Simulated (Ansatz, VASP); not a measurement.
# Ti: VASP beside Ansatz

File INCAR:

```
SYSTEM = Ti
PREC = Accurate
ENCUT = 520
EDIFF = 1E-6
ISMEAR = -1
SIGMA = 0.05
LREAL = .False.
LASPH = .True.
NELM = 60
ALGO = Normal
ISIF = 2
LWAVE = .False.
LCHARG = .False.
GGA = PS
NBANDS = 12
```

KPOINTS

```
regular mesh
0
Gamma
  14 14 14
  0 0 0
```

Contents of POSCAR:

```
Ti
1.0
   -1.6679064215      1.6679064215      1.6679064215
    1.6679064215     -1.6679064215      1.6679064215
    1.6679064215      1.6679064215     -1.6679064215
Ti
1
Direct
    0.0000000000      0.0000000000      0.0000000000
```

Input for Ansatz:

```yaml
crystal:
  lattice:
    - [-1.6679064215, 1.6679064215, 1.6679064215]
    - [1.6679064215, -1.6679064215, 1.6679064215]
    - [1.6679064215, 1.6679064215, -1.6679064215]
  atoms:
    - { symbol: Ti, position: [0.0, 0.0, 0.0] }
kpoints:
  mp_grid: { grid: [14, 14, 14] }
scf:
  occupations: { method: fermi_dirac, width: 0.05 }
hamiltonian:
  xc: pbesol
  pseudopotentials: { kind: all_electron, lapw: { basis_error: 0.00025 } }
output:
  forces: true
  stress: true
  eigenvalues: true
```

Change from the starting cell: volume scaled by 1.05.

Alike in both runs: task single point; functional PBEsol; k mesh 14 × 14 × 14; occupations fermi-dirac, width 0.05 eV; no spin polarisation.

|  | VASP | Ansatz |
| --- | --- | --- |
| version | VASP 6.6.1 | Ansatz 0.2.0 |
| potentials or method | VASP PAW PBE potentials, release 64 (Ti_sv), cutoff 520 eV | all-electron LAPW, scalar-relativistic |

Ansatz gave:

| Quantity | Value |
| --- | --- |
| pressure (GPa) | -10.7 |

Q: Which values does VASP return?

A: Pressure (GPa): -10.8.

VASP's potentials were made for PBE, not for PBEsol. Ansatz ran all-electron here, and VASP with PAW potentials.
